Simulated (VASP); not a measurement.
# Hf5Ta in VASP: notebook

The runs below take Hf5Ta through single point, with LDA.

Everything below comes from runs of VASP 6.6.1. Logs are shortened: lines on timing, memory, paths and dates and some standing lists are left out, and cuts for length are marked.

## Step 1: The cell of the first run

The cell holds a slab with vacuum, 6 atoms: a = 3.119 Å, b = 4.942 Å, c = 22.303 Å, α = 90.00°, β = 90.00°, γ = 90.00°.

## Step 2: Single point, LDA

The input, INCAR:

```
SYSTEM = Hf5Ta
PREC = Accurate
ENCUT = 520
EDIFF = 1E-6
ISMEAR = -1
SIGMA = 0.05
LREAL = .FALSE.
LASPH = .TRUE.
NELM = 80
ALGO = Normal
ISIF = 2
LWAVE = .FALSE.
LCHARG = .TRUE.
LDIPOL = .TRUE.
IDIPOL = 3
DIPOL = 0.5 0.5 0.500
GGA = CA
LELF = .TRUE.
LVHAR = .TRUE.
LVACPOTAV = .TRUE.
NBANDS = 40
```

The input, KPOINTS:

```
Automatic mesh
0
G
  12 8 1
  0 0 0
```

The input, POSCAR:

```
Hf5Ta
1.0
    3.1189746401      0.0000000000      0.0000000000
    0.0000000000      4.9420572749      0.0000000000
    0.0000000000      0.0000000000     22.3026000000
Ta Hf
1 5
Direct
    0.7500000000      0.7500000000      0.3631568204
    0.2500000000      0.2500000000      0.4027226110
    0.2500000000      0.7500000000      0.4773401564
    0.7500000000      0.2500000000      0.5226598223
    0.7500000000      0.7500000000      0.5972774648
    0.2500000000      0.2500000000      0.6368431251
```

Potentials or basis: VASP PAW LDA potentials, release 64 (Ta_pv, Hf_pv).

Command:

```sh
> cat potpaw_LDA.64/Ta_pv/POTCAR potpaw_LDA.64/Hf_pv/POTCAR > POTCAR
> mpirun -np 1 vasp_std > vasp.out
```

OUTCAR:

```text
SYSTEM = Hf5Ta
   PREC = Accurate
   ENCUT = 520
   EDIFF = 1E-6
   ISMEAR = -1
   LREAL = .FALSE.
   LASPH = .TRUE.
   NELM = 80
   ISIF = 2
   GGA = CA

 ion  position               nearest neighbor table
   1  0.750  0.750  0.363-   3 2.99   3 2.99   2 3.05   2 3.05   2 3.05   2 3.05
   2  0.250  0.250  0.403-   3 2.98   3 2.98   1 3.05   1 3.05   1 3.05   1 3.05   4 3.10   4 3.10

   3  0.250  0.750  0.477-   2 2.98   2 2.98   1 2.99   1 2.99   4 3.09   4 3.09   4 3.09   4 3.09
                             5 3.10   5 3.10
   4  0.750  0.250  0.523-   5 2.98   5 2.98   6 2.99   6 2.99   3 3.09   3 3.09   3 3.09   3 3.09
                             2 3.10   2 3.10
   5  0.750  0.750  0.597-   4 2.98   4 2.98   6 3.05   6 3.05   6 3.05   6 3.05   3 3.10   3 3.10

   6  0.250  0.250  0.637-   4 2.99   4 2.99   5 3.05   5 3.05   5 3.05   5 3.05

  LATTYP: Found a simple orthorhombic cell.
 ALAT       =     3.1189746401
 B/A-ratio  =     1.5845134524
 C/A-ratio  =     7.1506192174

  Lattice vectors:

 A1 = (   3.1189746401,   0.0000000000,   0.0000000000)
 A2 = (   0.0000000000,   4.9420572749,   0.0000000000)
 A3 = (   0.0000000000,   0.0000000000,  22.3026000000)

Analysis of symmetry for initial positions (statically):
=====================================================================
 Subroutine PRICEL returns:
 Original cell was already a primitive cell.

 Routine SETGRP: Setting up the symmetry group for a
 simple orthorhombic supercell.

 Subroutine GETGRP returns: Found  4 space group operations
 (whereof  1 operations were pure point group operations)
 out of a pool of  8 trial point group operations.

The static configuration has the point symmetry C_1 .
 The point group associated with its full space group is C_2v.

Analysis of symmetry for dynamics (positions and initial velocities):
=====================================================================
 Subroutine PRICEL returns:
 Original cell was already a primitive cell.

 Routine SETGRP: Setting up the symmetry group for a
 simple orthorhombic supercell.

 Subroutine GETGRP returns: Found  4 space group operations
 (whereof  1 operations were pure point group operations)
 out of a pool of  8 trial point group operations.

The dynamic configuration has the point symmetry C_1 .
 The point group associated with its full space group is C_2v.

 Subroutine INISYM returns: Found  4 space group operations
 (whereof  1 operations are pure point group operations),
 and found     1 'primitive' translations

----------------------------------------------------------------------------------------

                                     Primitive cell

  volume of cell :     343.7757

  direct lattice vectors                    reciprocal lattice vectors
     3.118974640  0.000000000  0.000000000     0.320618189  0.000000000  0.000000000
     0.000000000  4.942057275  0.000000000     0.000000000  0.202344883  0.000000000
     0.000000000  0.000000000 22.302600000     0.000000000  0.000000000  0.044837822

  length of vectors
     3.118974640  4.942057275 22.302600000     0.320618189  0.202344883  0.044837822

  position of ions in fractional coordinates (direct lattice)
     0.750000000  0.750000000  0.363156820
     0.250000000  0.250000000  0.402722611
     0.250000000  0.750000000  0.477340156
     0.750000000  0.250000000  0.522659822
     0.750000000  0.750000000  0.597277465
     0.250000000  0.250000000  0.636843125

  ion indices of the primitive-cell ions
   primitive index   ion index
                 1           1
                 2           2
                 3           3
                 4           4
                 5           5
                 6           6

----------------------------------------------------------------------------------------

 KPOINTS: Automatic mesh

Automatic generation of k-mesh.
 Grid dimensions read from file:
 generate k-points for:   12    8    1

 Generating k-lattice:

  Cartesian coordinates                     Fractional coordinates (reciprocal lattice)
     0.026718182  0.000000000  0.000000000     0.083333333  0.000000000  0.000000000
     0.000000000  0.025293110  0.000000000     0.000000000  0.125000000  0.000000000
     0.000000000  0.000000000  0.044837822     0.000000000  0.000000000  1.000000000

  Length of vectors
     0.026718182  0.025293110  0.044837822

  Shift w.r.t. Gamma in fractional coordinates (k-lattice)
     0.000000000  0.000000000  0.000000000

 Subroutine IBZKPT returns following result:
 ===========================================

 Found     35 irreducible k-points:

 Following reciprocal coordinates:
            Coordinates               Weight
  0.000000  0.000000  0.000000      1.000000
  0.083333  0.000000  0.000000      2.000000
  0.166667  0.000000  0.000000      2.000000
  0.250000  0.000000  0.000000      2.000000
  0.333333  0.000000  0.000000      2.000000
  0.416667  0.000000  0.000000      2.000000
[... 16 lines left out ...]
  0.083333  0.375000  0.000000      4.000000
  0.166667  0.375000  0.000000      4.000000
 [... further k-points ...]
   k-points           NKPTS =     35   k-points in BZ     NKDIM =     35   number of bands    NBANDS=     40
   number of dos      NEDOS =    301   number of ions     NIONS =      6
   total plane-waves  NPLWV = 161280
   dimension x,y,z NGX =    24 NGY =   40 NGZ =  168
   dimension x,y,z NGXF=    48 NGYF=   80 NGZF=  336
   ions per type =               1   5
   NGX,Y,Z   is equivalent  to a cutoff of  12.79, 13.46, 12.52 a.u.
   NGXF,Y,Z  is equivalent  to a cutoff of  25.58, 26.91, 25.05 a.u.
 SYSTEM =  Hf5Ta
   PREC   = accura    normal or accurate (medium, high low for compatibility)
   ISTART =      0    job   : 0-new  1-cont  2-samecut
   ICHARG =      2    charge: 1-file 2-atom 10-const
   ISPIN  =      1    spin polarized calculation?
   LNONCOLLINEAR =      F non collinear calculations
   LSORBIT =      F    spin-orbit coupling
   LASPH  =      T    aspherical Exc in radial PAW
   ENCUT  =  520.0 eV  38.22 Ry    6.18 a.u.   5.80  9.19 41.47*2*pi/ulx,y,z
   NELM   =     80;   NELMIN=  2; NELMDL= -5     # of ELM steps
   EDIFF  = 0.1E-05   stopping-criterion for ELM
   LREAL  =      F    real-space projection
   EDIFFG = 0.1E-04   stopping-criterion for IOM
   NSW    =      0    number of steps for IOM
   IBRION =     -1    ionic relax: 0-MD 1-quasi-New 2-CG
   NFREE  =      0    steps in history (QN), initial steepest desc. (CG)
   ISIF   =      2    stress and relaxation
   ISYM   =      2    0-nonsym 1-usesym 2-fastsym
   POTIM  = 0.5000    time-step for ionic-motion
   TEBEG  =    0.0;   TEEND  =   0.0 temperature during run
   PSTRESS=    0.0 pullay stress
   NELECT =      61.0000    total number of electrons
   NUPDOWN=      -1.0000    fix difference up-down
   EMIN   =  10.00;   EMAX   =-10.00  energy-range for DOS
   EFERMI =   0.00;   METHOD = LEGACY
   ISMEAR =    -1;   SIGMA  =   0.05  broadening in eV -4-tet -1-fermi 0-gaus
   EFERMI_NEDOS =   21; number of points for ismear=-14 and -15
   IALGO  =     38    algorithm
   IMIX   =      4    mixing-type and parameters
     AMIX     =   0.40;   BMIX     =  1.00
     AMIX_MAG =   1.60;   BMIX_MAG =  1.00
  volume/ion in A,a.u.               =      57.30       386.65
  Fermi-wavevector in a.u.,A,eV,Ry     =   0.919940  1.738435 11.514482  0.846291
  Thomas-Fermi vector in A             =   2.045190
   LORBIT       =      0    0 simple, 1 ext, 2 COOP (PROOUT), +10 PAW based schemes
   GGA     = CA    functional components
   LHFCALC =     F    Hartree Fock is set to
   AEXX    =    0.0000 exact exchange contribution
   IVDW    =     0    specifies the selected vdW correction
   LEPSILON=     F    determine dielectric tensor
   LRPA    =     F    only Hartree local field effects (RPA)
 non-spin polarized calculation
  energy-cutoff  :      520.00
  volume of cell :      343.78
 maximum number of plane-waves:      9294
 NGX is ok and might be reduce to    24
   NGX = 11   NGY = 19   NGZ = 83

 dipolmoment           0.000000      0.000000      0.002603 electrons x Angstroem

 number of electron      61.0000003 magnetization

 dipolmoment           0.000000      0.000000     -0.035860 electrons x Angstroem

 Free energy of the ion-electron system (eV)
  ---------------------------------------------------
  ext. energy  EPLUGINS =         0.00000000
  ---------------------------------------------------
  free energy    TOTEN  =       -61.37083402 eV

  energy without entropy =      -61.30335457  energy(sigma->0) =      -61.33709430

 E-fermi :  -0.7524     XC(G=0):  -5.2879

 val. band max:       -0.7678296700   @ k =   0.5000   0.2500   0.0000
 cond. band min:      -0.7522245900   @ k =   0.4167   0.1250   0.0000
 fundamental gap:      0.0156050801
 Fermi energy:        -0.7524379134

 k-point     1 :       0.0000    0.0000    0.0000
  band No.  band energies     occupation
      1     -35.2961      2.00000
      2     -35.1514      2.00000
      3     -34.8643      2.00000
      4     -31.7180      2.00000
      5     -31.6865      2.00000
      6     -31.4249      2.00000
[... 32 lines left out ...]
     39       0.8510      0.00000
     40       0.9888      0.00000

 k-point     2 :       0.0833    0.0000    0.0000
  band No.  band energies     occupation
      1     -35.2935      2.00000
      2     -35.1477      2.00000
      3     -34.8886      2.00000
      4     -31.7025      2.00000
      5     -31.6800      2.00000
      6     -31.4153      2.00000
[... 32 lines left out ...]
     39       0.8794      0.00000
     40       1.0061      0.00000

 k-point     3 :       0.1667    0.0000    0.0000
  band No.  band energies     occupation
      1     -35.2865      2.00000
      2     -35.1376      2.00000
      3     -34.9545      2.00000
      4     -31.6637      2.00000
      5     -31.6579      2.00000
      6     -31.3888      2.00000
[... 32 lines left out ...]
     39       0.9662      0.00000
     40       1.1916      0.00000

 k-point     4 :       0.2500    0.0000    0.0000
  band No.  band energies     occupation
      1     -35.2770      2.00000
      2     -35.1238      2.00000
      3     -35.0432      2.00000
      4     -31.6463      2.00000
      5     -31.5897      2.00000
      6     -31.4153      2.00000
[... 32 lines left out ...]
     39       1.2036      0.00000
     40       1.5174      0.00000
[... 772 lines left out ...]
     39       0.8518      0.00000
     40       0.9211      0.00000

 k-point    23 :       0.0833    0.3750    0.0000
  band No.  band energies     occupation
      1     -35.2962      2.00000
      2     -35.1363      2.00000
      3     -34.8880      2.00000
      4     -31.7430      2.00000
      5     -31.5167      2.00000
      6     -31.3911      2.00000
[... 32 lines left out ...]
     39       0.7457      0.00000
     40       0.8981      0.00000

 k-point    24 :       0.1667    0.3750    0.0000
  band No.  band energies     occupation
      1     -35.2885      2.00000
      2     -35.1302      2.00000
      3     -34.9557      2.00000
      4     -31.7184      2.00000
      5     -31.5170      2.00000
      6     -31.3831      2.00000
[... 32 lines left out ...]
     39       0.7162      0.00000
     40       1.0227      0.00000

 [... further k-points ...]

------------------------ aborting loop because EDIFF is reached ----------------------------------------

  FORCE on cell =-STRESS in cart. coord.  units (eV):
  Direction    XX          YY          ZZ          XY          YZ          ZX
  --------------------------------------------------------------------------------------
  -------------------------------------------------------------------------------------
  Total       -8.6085231     -3.5466297     -2.0444926      0.0000000      0.0000000      0.0000000
  in kB      -40.1202949    -16.5291803     -9.5284228      0.0000000      0.0000000      0.0000000
  external PRESSURE =     -22.0592994 kB  Pullay stress =       0.0000000 kB

 VOLUME and BASIS-vectors are now :
 -----------------------------------------------------------------------------
  energy-cutoff  :      520.00
  volume of cell :      343.78
      direct lattice vectors                 reciprocal lattice vectors
     3.118974640  0.000000000  0.000000000     0.320618189  0.000000000  0.000000000
     0.000000000  4.942057275  0.000000000     0.000000000  0.202344883  0.000000000
     0.000000000  0.000000000 22.302600000     0.000000000  0.000000000  0.044837822

 POSITION                                       TOTAL-FORCE (eV/Angst)
 -----------------------------------------------------------------------------------
      2.33923      3.70654      8.09934         0.000000      0.000000      1.376530
      0.77974      1.23551      8.98176         0.000000      0.000000     -0.934486
      0.77974      3.70654     10.64593         0.000000      0.000000     -0.534498
      2.33923      1.23551     11.65667         0.000000      0.000000      0.169478
      2.33923      3.70654     13.32084         0.000000      0.000000     -0.023928
      0.77974      1.23551     14.20326         0.000000      0.000000     -0.053096
 -----------------------------------------------------------------------------------
    total drift:                                0.000000     -0.000000      0.002061

  FREE ENERGIE OF THE ION-ELECTRON SYSTEM (eV)
  ---------------------------------------------------
  free  energy   TOTEN  =       -61.3708340241 eV

  energy  without entropy=      -61.3033545675  energy(sigma->0) =      -61.33709430

 vacuum level on the upper side and lower side of the slab         3.363         3.787
```

It took 48 min on 1 thread of Intel Xeon 8259CL, shared host; peak memory 0.59 GiB.

What came out:

| Property | Result |
| --- | --- |
| Free energy | -61.3708 eV |
| Largest force | 1.377 eV/Å |
| Band gap on the k mesh | zero (an odd number of electrons rules out a gap without spin polarisation) |

Forces in eV/Å, atoms in the order of the input:
```
Ta   0.000  0.000  1.377
Hf   0.000  0.000 -0.934
Hf   0.000  0.000 -0.534
Hf   0.000  0.000  0.169
Hf   0.000  0.000 -0.024
Hf   0.000  0.000 -0.053
```

Caveat: spin-orbit coupling is left out, which moves the levels of the heavy elements.

(Continued in part 2 of 2.)
